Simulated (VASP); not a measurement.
Input of a VASP 6.6.1 run:

INCAR

```
SYSTEM = HRh6
  PREC = Accurate
  ENCUT = 520
  EDIFF = 1E-6
  ISMEAR = 0
  SIGMA = 0.1
  LREAL = .FALSE.
  LASPH = .TRUE.
  NELM = 100
  ALGO = Fast
  ISIF = 2
  LWAVE = .FALSE.
  LCHARG = .TRUE.
  LDIPOL = .TRUE.
  IDIPOL = 3
  DIPOL = 0.5 0.5 0.303
  GGA = PE
  LELF = .TRUE.
  LVHAR = .TRUE.
  LVACPOTAV = .TRUE.
  NBANDS = 104
```

Contents of KPOINTS:

```
regular mesh
0
G
  6 6 1
  0 0 0
```

File POSCAR:

```
HRh6
1.0
    5.4165863251      0.0000000000      0.0000000000
   -2.7082931626      4.6909013593      0.0000000000
    0.0000000000      0.0000000000     22.2966119230
Rh H
12 2
Direct
    0.3333333333      0.1666666667      0.1793994538
    0.3333333333      0.6666666667      0.1793994538
    0.8333333333      0.1666666667      0.1793994538
    0.8333333333      0.6666666667      0.1793994538
    0.1666666667      0.3333333333      0.2757769167
    0.1666666667      0.8333333333      0.2757769167
    0.6666666667      0.3333333333      0.2757769167
    0.6666666667      0.8333333333      0.2757769167
    0.0000000000      0.0000000000      0.3721019118
    0.0000000000      0.5000000000      0.3721019118
    0.5000000000      0.0000000000      0.3721019118
    0.5000000000      0.5000000000      0.3721019118
    0.1703244811      0.3406489622      0.4640441319
    0.3296755189      0.6593510378      0.4640441319
```

Potentials or basis: VASP PAW PBE potentials, release 64 (Rh_pv, H).

Run with:

```bash
$ cat potpaw_PBE.64/Rh_pv/POTCAR potpaw_PBE.64/H/POTCAR > POTCAR
$ mpirun -np 1 vasp_std > vasp.out
```

Question: What does it give for the band gap on the k mesh?

Answer: Zero (bands 91 and 92 overlap by 0.76 eV).

Question: Predict the largest force.

Answer: 1.997 eV/Å.

Forces in eV/Å, atoms in the order of the input:
```
Rh   0.046  0.037 -0.045
Rh   0.000 -0.036 -0.091
Rh  -0.046  0.037 -0.045
Rh   0.000  0.001 -0.040
Rh   0.000 -0.114 -0.171
Rh  -0.083  0.012  0.044
Rh   0.000  0.054  0.443
Rh   0.083  0.012  0.044
Rh   0.000  0.133  0.307
Rh   0.214  0.023  0.676
Rh   0.000 -0.138  0.326
Rh  -0.214  0.023  0.676
H    0.000  1.637 -1.043
H    0.000 -1.679 -1.081
```
